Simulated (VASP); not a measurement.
# GaN (P6_3mc) in VASP: notebook, part 2 of 2

VASP 6.6.1.

### Step 3. Relaxation of shape and atoms at fixed volume, r2SCAN (volume scaled by 0.98)

Input file POSCAR:

```
GaN
1.0
    3.1614683933      0.0000000001      0.0000000000
   -1.5807341967      2.7379119418      0.0000000000
    0.0000000000      0.0000000000      5.1496505662
Ga N
2 2
Direct
    0.3333333333      0.6666666667     -0.0008277438
    0.6666666667      0.3333333333      0.4991722562
    0.3333333333      0.6666666667      0.3758277438
    0.6666666667      0.3333333333      0.8758277438
```

Input file INCAR.step1:

```
ALGO = Normal
EDIFF = 1E-4
ENCUT = 600
GGA = PE
ISMEAR = 0
LASPH = True
LCHARG = False
LREAL = False
LWAVE = True
NELM = 80
PREC = Accurate
SIGMA = 0.05
```

Input file INCAR.step2:

```
ALGO = Normal
EDIFF = 1E-7
EDIFFG = -0.01
ENCUT = 600
IBRION = 2
ISIF = 4
ISMEAR = 0
ISTART = 1
LASPH = True
LCHARG = False
LMIXTAU = True
LREAL = False
LWAVE = False
METAGGA = R2SCAN
NELM = 80
NSW = 60
PREC = Accurate
SIGMA = 0.05
```

Input file KPOINTS:

```
k-points
0
Gamma
  8 8 6
```

Potentials or basis: VASP PAW PBE potentials, release 64 (Ga_d, N).

Launch:

```
> cat potpaw_PBE.64/Ga_d/POTCAR potpaw_PBE.64/N/POTCAR > POTCAR
> cp INCAR.step1 INCAR
> mpirun -np 1 vasp_std > vasp.out
> cp INCAR.step2 INCAR
> mpirun -np 1 vasp_std > vasp.out
```

Wall time 6 min (1 thread of Intel Xeon Platinum 8259CL at 2.50GHz (Skylake/Cascade Lake), shared host); peak memory 0.2 GiB.

The run converged. Its results:

| Item | Value |
| --- | --- |
| Free energy | -43.8034 eV |
| Pressure after relaxing | 5.4 GPa |
| Band gap on the k mesh | 2.48 eV, direct |

Final structure:
```xyz
4
Lattice="3.1615 0.0000 0.0000 -1.5807 2.7379 0.0000 0.0000 0.0000 5.1497" Properties=species:S:1:pos:R:3 pbc="T T T"
Ga    0.0000    1.8253    5.1454
Ga    1.5807    0.9126    2.5706
N     0.0000    1.8253    1.9354
N     1.5807    0.9126    4.5102
```

Levels at points of the mesh, in eV from the valence-band top:
| k point | band 14 | band 15 | band 16 | band 17 | band 18 | band 19 | band 20 | band 21 | band 22 |
| --- | --- | --- | --- | --- | --- | --- | --- | --- | --- |
| (0.00, 0.00, 0.00) | -1.09 | -1.09 | -0.04 | 0.00 | 0.00 | 2.48 | 4.95 | 10.08 | 10.71 |
| (0.50, 0.00, 0.00) | -5.47 | -4.39 | -2.91 | -2.30 | -1.06 | 5.64 | 6.24 | 6.61 | 9.53 |
| (0.00, 0.00, 0.50) | -3.97 | -0.56 | -0.56 | -0.56 | -0.56 | 4.90 | 4.90 | 9.29 | 9.29 |
| (0.50, 0.00, 0.50) | -6.83 | -2.06 | -2.06 | -2.00 | -2.00 | 4.96 | 4.96 | 8.55 | 8.55 |

Caveat: the cell differs from its parent crystal (volume scaled by 0.98); the relaxation stopped at its first step, so nothing moved; the PAW data sets were made with another functional, which shifts forces and pressure a little.

### Step 4. Single point, BLYP+D3(BJ)

This run uses another cell than the first one, of 11.59 Å³/atom, 1.062 times its volume.

Input file INCAR:

```
PREC = Accurate ; ENCUT = 520
EDIFF = 1E-7 ; ISMEAR = 0
SIGMA = 0.05 ; LREAL = F
LASPH = T ; NELM = 60
ALGO = Normal ; ISIF = 2
LWAVE = F ; LCHARG = F
GGA = B5 ; ALDAX = 1.0
AGGAX = 1.0 ; AGGAC = 1.0
ALDAC = 0.0 ; IVDW = 12
VDW_S6 = 1.0 ; VDW_S8 = 2.6996
VDW_A1 = 0.4298 ; VDW_A2 = 4.2359
NBANDS = 26
```

Input file KPOINTS:

```
Automatic mesh
0
Gamma
  8 8 6
```

Input file POSCAR:

```
GaN
1.0
    3.2011603146      0.0000000001      0.0000000000
   -1.6005801574      2.7722861539      0.0000000000
    0.0000000000      0.0000000000      5.2259522102
Ga N
2 2
Direct
    0.3333333333      0.6666666667     -0.0005890889
    0.6666666667      0.3333333333      0.4994109111
    0.3333333333      0.6666666667      0.3755890889
    0.6666666667      0.3333333333      0.8755890889
```

Launch:

```
> cat potpaw_PBE.64/Ga_d/POTCAR potpaw_PBE.64/N/POTCAR > POTCAR
> mpirun -np 1 vasp_std > vasp.out
```

Run time: 54 s. Hardware: 1 thread of Intel Xeon Platinum 8259CL at 2.50GHz (Skylake/Cascade Lake), shared host; peak memory 0.19 GiB.

The run converged. Its results:

* Free energy: -24.1772 eV
* Pressure: 1.4 GPa
* Largest force: 0.005 eV/Å
* Band gap on the k mesh: 1.88 eV, direct
* Dispersion energy per atom: -0.551 eV

Forces in eV/Å, atoms in the order of the input:
```
Ga   0.000  0.000  0.005
Ga   0.000  0.000  0.005
N    0.000  0.000 -0.005
N    0.000  0.000 -0.005
```

Stress tensor (GPa, compression positive):
```
1.40 0.00 0.00
0.00 1.40 0.00
0.00 0.00 1.32
```

Levels at points of the mesh, in eV from the valence-band top:
```
           k point  band 14  band 15  band 16  band 17  band 18  band 19  band 20  band 21  band 22  band 23
(0.00, 0.00, 0.00)    -1.00    -1.00    -0.05     0.00     0.00     1.88     4.21     9.18     9.84     9.84
(0.50, 0.00, 0.00)    -5.22    -4.08    -2.65    -2.11    -0.97     5.18     5.49     6.13     8.40    10.35
(0.00, 0.00, 0.50)    -3.79    -0.51    -0.51    -0.51    -0.51     4.19     4.19     8.46     8.46    10.37
(0.50, 0.00, 0.50)    -6.46    -1.88    -1.88    -1.86    -1.86     4.48     4.48     7.67     7.67    10.00
```

Caveat: the PAW data sets were made with another functional, which shifts forces and pressure a little.

### Step 5. Single point, revPBE+D3(BJ)

This run uses another cell than the first one, of 11.48 Å³/atom, 1.052 times its volume.

Input file INCAR:

```
PREC     = Accurate       # precision mode
ENCUT    = 520            # plane-wave cutoff, eV
EDIFF    = 1E-7           # SCF threshold, eV
ISMEAR   = 0              # smearing method
SIGMA    = 0.05           # smearing width, eV
LREAL    = F              # projectors in reciprocal space
LASPH    = T              # aspherical terms in the spheres
NELM     = 60             # most SCF steps
ALGO     = Normal         # electronic algorithm
ISIF     = 2              # what is computed and relaxed
LWAVE    = F              # write WAVECAR
LCHARG   = F              # write CHGCAR
GGA      = RE             # functional
IVDW     = 12             # dispersion correction
NBANDS   = 26             # bands
```

KPOINTS is that of step 4.

Input file POSCAR:

```
GaN
1.0
    3.1931424915      0.0000000001      0.0000000000
   -1.5965712458      2.7653425155      0.0000000000
    0.0000000000      0.0000000000      5.2012438507
Ga N
2 2
Direct
    0.3333333333      0.6666666667     -0.0008277438
    0.6666666667      0.3333333333      0.4991722562
    0.3333333333      0.6666666667      0.3758277438
    0.6666666667      0.3333333333      0.8758277438
```

Launch:

```
> cat potpaw_PBE.64/Ga_d/POTCAR potpaw_PBE.64/N/POTCAR > POTCAR
> mpirun -np 1 vasp_std > vasp.out
```

Run time: 49 s. Hardware: 1 thread of Intel Xeon Platinum 8259CL at 2.50GHz (Skylake/Cascade Lake), shared host; peak memory 0.19 GiB.

It converged, with:

| Quantity | Value |
| --- | --- |
| Free energy | -24.8558 eV |
| Pressure | -0.2 GPa |
| Band gap on the k mesh | 1.92 eV, direct |
| Dispersion energy per atom | -0.488 eV |

Stress tensor (GPa, compression positive):
```
-0.22  0.00  0.00
 0.00 -0.22  0.00
 0.00  0.00 -0.01
```

Levels at points of the mesh, in eV from the valence-band top:
```csv
k point,band 14,band 15,band 16,band 17,band 18,band 19,band 20,band 21,band 22,band 23
"(0.00, 0.00, 0.00)",-1.02,-1.02,-0.04,0.00,0.00,1.92,4.28,9.24,9.92,9.92
"(0.50, 0.00, 0.00)",-5.25,-4.16,-2.71,-2.17,-0.99,5.12,5.57,6.10,8.61,10.38
"(0.00, 0.00, 0.50)",-3.82,-0.52,-0.52,-0.52,-0.52,4.26,4.26,8.51,8.51,10.43
"(0.50, 0.00, 0.50)",-6.54,-1.92,-1.92,-1.87,-1.87,4.44,4.44,7.79,7.79,10.01
```

Caveat: the PAW data sets were made with another functional, which shifts forces and pressure a little.

### Step 6. Summary

| task | level | cell | cutoff (eV) | gap on the mesh (eV) | pressure (GPa) |
| --- | --- | --- | --- | --- | --- |
| relaxation of shape and atoms at fixed volume | r2SCAN | relaxed from a = 3.140, b = 3.140, c = 5.114 Å, angles 90.0, 90.0, 120.0°, 4 atoms | 600 | 2.63 | 10.1 |
| relaxation of shape and atoms at fixed volume | r2SCAN | relaxed from a = 3.161, b = 3.161, c = 5.150 Å, angles 90.0, 90.0, 120.0°, 4 atoms | 600 | 2.48 | 5.4 |
| single point | BLYP+D3(BJ) | a = 3.201, b = 3.201, c = 5.226 Å, angles 90.0, 90.0, 120.0°, 4 atoms | 520 | 1.88 | 1.4 |
| single point | revPBE+D3(BJ) | a = 3.193, b = 3.193, c = 5.201 Å, angles 90.0, 90.0, 120.0°, 4 atoms | 520 | 1.92 | -0.2 |

Alike in all rows: potentials or basis VASP PAW PBE potentials, release 64 (Ga_d, N); no spin polarisation; k mesh 8 × 8 × 6; smearing gaussian 0.05 eV.

Caveats: the PAW data sets were made with another functional, which shifts forces and pressure a little; the relaxation stopped at its first step, so nothing moved (some runs).

Total energies depend on the potentials used, so only differences within one code and one set of settings carry meaning.

### Step 7. Comparison with measurements

Step 4. A measured gap of GaN is 3.503 eV (direct; quoted in “Studying electronic properties in GaN without electrical contacts using γ-γ vs e−-γ Perturbed Angular Correlations”, 2019, pmc:6823545); the calculated 1.88 eV misses it by -1.62 eV. Spin-orbit coupling on Ga is left out. The value is that of BLYP+D3(BJ), without temperature or zero-point motion. Semilocal functionals fall short of measured gaps as a rule.

Step 5. Against the measured gap of GaN, 3.503 eV (direct; quoted in “Studying electronic properties in GaN without electrical contacts using γ-γ vs e−-γ Perturbed Angular Correlations”, 2019, pmc:6823545), the calculated 1.92 eV is off by -1.58 eV. Spin-orbit coupling on Ga is left out. The value is that of revPBE+D3(BJ), without temperature or zero-point motion. Semilocal functionals fall short of measured gaps as a rule.
